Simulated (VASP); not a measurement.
# Zn (R-3m) in VASP: notebook, part 2 of 2

VASP 6.6.1.

## (5) Single point, PBE (13.54 Å³/atom)

This run uses another cell than the first one, of 13.54 Å³/atom.

The input, INCAR:

```
SYSTEM = Zn
  PREC = Accurate
  ENCUT = 520
  EDIFF = 1E-6
  ISMEAR = 0
  SIGMA = 0.15
  LREAL = .False.
  LASPH = .True.
  NELM = 60
  ALGO = Fast
  ISIF = 2
  LWAVE = .False.
  LCHARG = .False.
  GGA = PE
  NBANDS = 12
```

The input, KPOINTS:

```
Automatic mesh
0
Gamma
  22 22 22
  0 0 0
```

The input, POSCAR:

```
Zn
1.0
    1.1724749016      2.6246360380      2.6246360380
    2.6246360380      1.1724749016      2.6246360380
    2.6246360380      2.6246360380      1.1724749016
Zn
1
Direct
    0.0000000000      0.0000000000      0.0000000000
```

Potentials or basis: VASP PAW PBE potentials, release 64 (Zn).

On the command line:

```bash
$ cat potpaw_PBE.64/Zn/POTCAR > POTCAR
$ mpirun -np 1 vasp_std > vasp.out
```

OUTCAR:

```text
SYSTEM = Zn
   PREC = Accurate
   ENCUT = 520
   EDIFF = 1E-6
   ISMEAR = 0
   LREAL = .False.
   LASPH = .True.
   NELM = 60
   ISIF = 2
   GGA = PE

 ion  position               nearest neighbor table
   1  0.000  0.000  0.000-

  LATTYP: Found a trigonal (rhomboedric) cell.
 ALAT       =     3.8925731925
 COS(alpha) =     0.8608266617

  Lattice vectors:

 A1 = (   1.1724749016,   2.6246360380,   2.6246360380)
 A2 = (   2.6246360380,   1.1724749016,   2.6246360380)
 A3 = (   2.6246360380,   2.6246360380,   1.1724749016)

Analysis of symmetry for initial positions (statically):
=====================================================================
 Subroutine PRICEL returns:
 Original cell was already a primitive cell.

 Routine SETGRP: Setting up the symmetry group for a
 trigonal (rhombohedral) supercell.

 Subroutine GETGRP returns: Found 12 space group operations
 (whereof 12 operations were pure point group operations)
 out of a pool of 12 trial point group operations.

The static configuration has the point symmetry D_3d.

Analysis of symmetry for dynamics (positions and initial velocities):
=====================================================================
 Subroutine PRICEL returns:
 Original cell was already a primitive cell.

 Routine SETGRP: Setting up the symmetry group for a
 trigonal (rhombohedral) supercell.

 Subroutine GETGRP returns: Found 12 space group operations
 (whereof 12 operations were pure point group operations)
 out of a pool of 12 trial point group operations.

The dynamic configuration has the point symmetry D_3d.

 Subroutine INISYM returns: Found 12 space group operations
 (whereof 12 operations are pure point group operations),
 and found     1 'primitive' translations

----------------------------------------------------------------------------------------

                                     Primitive cell

  volume of cell :      13.5420

  direct lattice vectors                    reciprocal lattice vectors
[... 113 lines left out ...]
   IVDW    =     0    specifies the selected vdW correction
   LEPSILON=     F    determine dielectric tensor
   LRPA    =     F    only Hartree local field effects (RPA)
 non-spin polarized calculation
 RMM-DIIS sequential band-by-band and
 Gauss-broadening in eV      SIGMA  =   0.15
  energy-cutoff  :      520.00
  volume of cell :       13.54
 maximum number of plane-waves:       377
 NGX is ok and might be reduce to    30
   NGX = 15   NGY = 15   NGZ = 15

 number of electron      12.0000004 magnetization

 Free energy of the ion-electron system (eV)
  ---------------------------------------------------
  ext. energy  EPLUGINS =         0.00000000
  ---------------------------------------------------
  free energy    TOTEN  =         1.55538768 eV

  energy without entropy =        1.55787001  energy(sigma->0) =        1.55662885

 E-fermi :   3.5308     XC(G=0): -11.5337

 val. band max:        3.5214645070   @ k =  -0.3182   0.2273   0.0909
 cond. band min:       3.5387206027   @ k =  -0.0909   0.4545   0.0455
 fundamental gap:      0.0172560957
 Fermi energy:         3.5307750264

 k-point     1 :       0.0000    0.0000    0.0000
  band No.  band energies     occupation
      1      -9.6792      2.00000
      2      -5.9070      2.00000
      3      -5.9070      2.00000
      4      -5.6959      2.00000
      5      -3.9746      2.00000
      6      -3.9746      2.00000
      7       2.9043      2.00000
      8       8.7871      0.00000
      9      34.4248      0.00000
     10      36.3866      0.00000
     11      39.6678      0.00000
     12      42.1803      0.00000
[... 331 lines left out ...]
 k-point    24 :      -0.4545    0.0455    0.0000
  band No.  band energies     occupation
      1      -8.3312      2.00000
      2      -6.6598      2.00000
      3      -4.4793      2.00000
      4      -4.3980      2.00000
      5      -3.3428      2.00000
      6       2.2188      2.00000
      7       8.8978      0.00000
      8      13.0029      0.00000
      9      16.7413      0.00000
     10      19.8714      0.00000
     11      24.5810      0.00000
     12      27.0239      0.00000

 [... further k-points ...]

------------------------ aborting loop because EDIFF is reached ----------------------------------------

  FORCE on cell =-STRESS in cart. coord.  units (eV):
  Direction    XX          YY          ZZ          XY          YZ          ZX
  --------------------------------------------------------------------------------------
  -------------------------------------------------------------------------------------
  Total        9.8432221      9.8432221      9.8432221     -4.9333048     -4.9333048     -4.9333048
  in kB     1164.5685504   1164.5685504   1164.5685504   -583.6677818   -583.6677818   -583.6677818
  external PRESSURE =    1164.5685504 kB  Pullay stress =       0.0000000 kB

 VOLUME and BASIS-vectors are now :
 -----------------------------------------------------------------------------
  energy-cutoff  :      520.00
  volume of cell :       13.54
      direct lattice vectors                 reciprocal lattice vectors
     1.172474902  2.624636038  2.624636038    -0.407178920  0.281449893  0.281449893
     2.624636038  1.172474902  2.624636038     0.281449893 -0.407178920  0.281449893
     2.624636038  2.624636038  1.172474902     0.281449893  0.281449893 -0.407178920

 POSITION                                       TOTAL-FORCE (eV/Angst)
 -----------------------------------------------------------------------------------
      0.00000      0.00000      0.00000         0.000000     -0.000000     -0.000000
 -----------------------------------------------------------------------------------
    total drift:                                0.000000      0.000000      0.000000

  FREE ENERGIE OF THE ION-ELECTRON SYSTEM (eV)
  ---------------------------------------------------
  free  energy   TOTEN  =         1.5553876812 eV

  energy  without entropy=        1.5578700110  energy(sigma->0) =        1.55662885
```

stdout:

```text
POSCAR found type information on POSCAR Zn
 POSCAR found :  1 types and       1 ions
 scaLAPACK will be used
 LDA part: xc-table for (Slater+PW92), standard interpolation
 POSCAR, INCAR and KPOINTS ok, starting setup
 FFT: planning ... GRIDC
 FFT: planning ... GRID_SOFT
 FFT: planning ... GRID
 WAVECAR not read
 entering main loop
WARNING in EDDRMM: call to ZHEGV failed, returncode =   6  3     11
WARNING in EDDRMM: call to ZHEGV failed, returncode =   8  4     10
WARNING in EDDRMM: call to ZHEGV failed, returncode =   6  3     11
WARNING in EDDRMM: call to ZHEGV failed, returncode =   6  3     11
WARNING in EDDRMM: call to ZHEGV failed, returncode =   6  3      9
WARNING in EDDRMM: call to ZHEGV failed, returncode =   6  3     10
WARNING in EDDRMM: call to ZHEGV failed, returncode =   8  4     11
WARNING in EDDRMM: call to ZHEGV failed, returncode =   6  3     10
WARNING in EDDRMM: call to ZHEGV failed, returncode =   8  4     10
WARNING in EDDRMM: call to ZHEGV failed, returncode =   6  3     12
WARNING in EDDRMM: call to ZHEGV failed, returncode =   6  3     11
```

Run time: 13 min. Hardware: 1 thread of Intel Xeon 8259CL, shared host; peak memory 0.31 GiB.

Results:

```yaml
Free_energy: 1.5554 eV
Pressure: 116.5 GPa
Band_gap_on_the_k_mesh: zero (bands 6 and 7 overlap by 9.77 eV)
```

Levels at points of the mesh, in eV from the Fermi level:
```
           k point  band 2  band 3  band 4  band 5  band 6  band 7  band 8  band 9  band 10  band 11
(0.00, 0.00, 0.00)   -9.44   -9.44   -9.23   -7.51   -7.51   -0.63    5.26   30.89    32.86    36.14
(0.50, 0.00, 0.00)  -10.22   -7.97   -7.92   -6.72   -1.31    5.09    9.44   13.05    16.86    20.52
(0.50, 0.50, 0.00)  -10.26   -7.97   -7.86   -6.72   -1.04    5.91    7.48   10.64    21.17    23.42
(0.50, 0.50, 0.50)   -9.44   -9.44   -8.09   -7.50   -7.50   -5.04   14.38   18.21    30.76    37.96
```

Caveat: the cell stands under pressure.

## (6) Single point, PBE (13.54 Å³/atom)

This run uses another cell than the first one, of 13.54 Å³/atom.

The input, INCAR:

```
PREC     = Accurate       # precision mode
ENCUT    = 520            # plane-wave cutoff, eV
EDIFF    = 1E-7           # SCF threshold, eV
ISMEAR   = 0              # smearing method
SIGMA    = 0.15           # smearing width, eV
LREAL    = F              # projectors in reciprocal space
LASPH    = T              # aspherical terms in the spheres
NELM     = 80             # most SCF steps
ALGO     = Fast           # electronic algorithm
ISIF     = 2              # what is computed and relaxed
LWAVE    = F              # write WAVECAR
LCHARG   = F              # write CHGCAR
GGA      = PE             # functional
NBANDS   = 12             # bands
```

The input, KPOINTS:

```
Automatic mesh
0
Gamma
  22 22 22
```

The input, POSCAR:

```
Zn
1.0
    0.5381272491      2.1956033756      2.1956033756
    2.1956033756      0.5381272491      2.1956033756
    2.1956033756      2.1956033756      0.5381272491
Zn
1
Direct
    0.0000000000      0.0000000000      0.0000000000
```

Potentials or basis: VASP PAW PBE potentials, release 64 (Zn).

On the command line:

```bash
$ cat potpaw_PBE.64/Zn/POTCAR > POTCAR
$ mpirun -np 1 vasp_std > vasp.out
```

Run time: 4.4 min. Hardware: 1 thread of Intel Xeon 8259CL, shared host; peak memory 0.28 GiB.

The run converged. Its results:

| Property | Result |
| --- | --- |
| Free energy | -0.7341 eV |
| Pressure | 31.4 GPa |
| Band gap on the k mesh | zero (bands 6 and 7 overlap by 7.96 eV) |

Stress tensor (GPa, compression positive):
```
 31.37 -14.69 -14.69
-14.69  31.37 -14.69
-14.69 -14.69  31.37
```

Levels at points of the mesh, in eV from the Fermi level:
| k point | band 3 | band 4 | band 5 | band 6 | band 7 | band 8 | band 9 | band 10 |
| --- | --- | --- | --- | --- | --- | --- | --- | --- |
| (0.00, 0.00, 0.00) | -8.04 | -8.04 | -7.12 | -7.12 | 6.84 | 11.72 | 25.53 | 27.90 |
| (0.50, 0.00, 0.00) | -7.41 | -7.39 | -6.61 | -2.04 | 1.60 | 10.74 | 14.90 | 19.01 |
| (0.50, 0.50, 0.00) | -7.27 | -7.14 | -6.61 | -0.86 | 3.40 | 6.19 | 10.43 | 15.78 |
| (0.50, 0.50, 0.50) | -8.05 | -7.07 | -7.07 | -5.32 | -4.78 | 24.55 | 26.19 | 26.19 |

Caveat: the cell stands under pressure.

## (7) Overview

| cell | further INCAR settings | gap on the mesh (eV) | pressure (GPa) |
| --- | --- | --- | --- |
| a = 3.416 Å, angles 36.7°, 1 atom | ALGO = Fast; EDIFF = 1e-06; NBANDS = 12 | none | 84.8 |
| a = 2.824 Å, angles 51.5°, 1 atom | ALGO = Fast; EDIFF = 1e-06; NBANDS = 12 | none | 23.9 |
| a = 2.389 Å, angles 93.7°, 1 atom | ALGO = Fast; EDIFF = 1e-06; NBANDS = 12 | none | 29.8 |
| a = 3.893 Å, angles 30.6°, 1 atom | ALGO = Fast; EDIFF = 1e-06; NBANDS = 12 | none | 116.5 |
| a = 3.151 Å, angles 43.7°, 1 atom | ALGO = Fast; EDIFF = 1e-07; NBANDS = 12 | none | 31.4 |

Alike in all rows: task single point; level PBE; potentials or basis VASP PAW PBE potentials, release 64 (Zn); no spin polarisation; k mesh 22 × 22 × 22; cutoff (eV) 520; smearing gaussian 0.15 eV.

Caveats: the cell stands under pressure.

Absolute energies hang on the potentials; compare differences alone.

The gap in the log of VASP goes by the Fermi energy; the results here count the filled bands.